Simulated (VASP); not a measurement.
The system is B.

```
CELL_PARAMETERS angstrom
2.73985 -4.48117 0.00000
2.73985 4.48117 0.00000
-1.43954 0.00000 4.00008
ATOMIC_POSITIONS crystal
B 0.87894 0.45727 0.80742
B 0.54273 0.12106 0.69258
B 0.12106 0.54273 0.19258
B 0.45727 0.87894 0.30742
B 0.19369 0.42841 0.82810
B 0.57159 0.80631 0.67190
B 0.80631 0.57159 0.17190
B 0.42841 0.19369 0.32810
B 0.43415 0.30845 0.96703
B 0.69155 0.56585 0.53297
B 0.56585 0.69155 0.03297
B 0.30845 0.43415 0.46703
```

The cell was built from a structure type or drawn by symmetry, and may not be a known phase.

* Program: VASP 6.6.1
* Task: relaxation of cell and atoms
* Functional: PBE
* Potentials or basis: VASP PAW PBE potentials, release 64 (B)
* Cutoff: 600 eV
* k mesh: 4 × 4 × 4
* Occupations: gaussian, width 0.1 eV
* Spin: no spin polarisation

At the start: pressure 11.5 GPa; volume 8.19 Å³/atom.

**Question.** How do energy, volume and symmetry change on relaxing?

**Answer.** Over 34 steps the energy falls by 305.9 meV/atom and the volume is 8.39 Å³/atom (+2.5 %); space group C2/c (No. 15, to 0.1 Å) before and after.

Step by step:
```tsv
step	energy change (eV)	largest force (eV/Å)	pressure (GPa)	volume (Å³)
1	0.0000	2.2191	11.47	98.22
2	-0.8167	1.3462	-3.76	106.71
3	-0.8812	0.8663	-1.24	104.70
4	-1.0954	0.6433	-0.54	105.07
5	-1.1031	0.8084	-0.30	105.15
6	-1.2705	0.4390	0.20	105.11
7	-1.3326	0.7844	0.62	105.05
8	-1.4265	0.8503	0.31	105.10
9	-1.8051	1.2286	-0.96	105.22
10	-2.3880	1.8769	-4.19	105.20
11	-1.1832	2.6294	-8.67	104.17
12	-2.3778	2.2787	-5.06	105.12
13	-2.4592	2.1613	-5.69	105.01
14	-2.5621	2.1083	-7.34	104.63
15	-2.6821	1.9746	-6.82	104.26
16	-2.9812	1.5683	-5.03	103.16
17	-3.2856	1.0921	-0.35	100.97
18	-3.2955	1.3291	0.93	100.47
19	-3.3875	1.0462	1.43	100.29
20	-3.5293	0.4279	3.14	99.75
21	-3.5337	0.4208	3.56	99.64
22	-3.5706	0.3345	1.75	100.45
23	-3.5948	0.2667	-1.07	101.80
24	-3.6121	0.2358	-0.96	101.78
25	-3.6374	0.3052	-0.60	101.71
26	-3.6530	0.1709	-0.32	101.49
27	-3.6610	0.1539	0.11	101.16
28	-3.6654	0.0727	0.04	101.10
29	-3.6665	0.0512	-0.02	101.05
30	-3.6684	0.0411	-0.05	101.02
31	-3.6686	0.0649	-0.07	101.01
32	-3.6695	0.0480	-0.11	100.96
33	-3.6701	0.0404	-0.19	100.88
34	-3.6706	0.0250	0.05	100.71
```

Final structure:
```yaml
crystal:
  lattice:
    - [2.66601, -4.05080, 0.11608]
    - [2.66601, 4.05080, 0.11608]
    - [-1.22977, 0.00000, 4.60910]
  atoms:
    - { symbol: B, position: [0.86069, 0.45163, 0.85292] }
    - { symbol: B, position: [0.54837, 0.13931, 0.64708] }
    - { symbol: B, position: [0.13931, 0.54837, 0.14708] }
    - { symbol: B, position: [0.45163, 0.86069, 0.35292] }
    - { symbol: B, position: [0.22004, 0.45304, 0.79954] }
    - { symbol: B, position: [0.54696, 0.77996, 0.70046] }
    - { symbol: B, position: [0.77996, 0.54696, 0.20046] }
    - { symbol: B, position: [0.45304, 0.22004, 0.29954] }
    - { symbol: B, position: [0.45988, 0.28661, 0.95810] }
    - { symbol: B, position: [0.71339, 0.54012, 0.54190] }
    - { symbol: B, position: [0.54012, 0.71339, 0.04190] }
    - { symbol: B, position: [0.28661, 0.45988, 0.45810] }
```

Caveat: the k points lie up to 0.36 Å⁻¹ apart in the final cell, too coarse for converged energies and pressures of a metal.
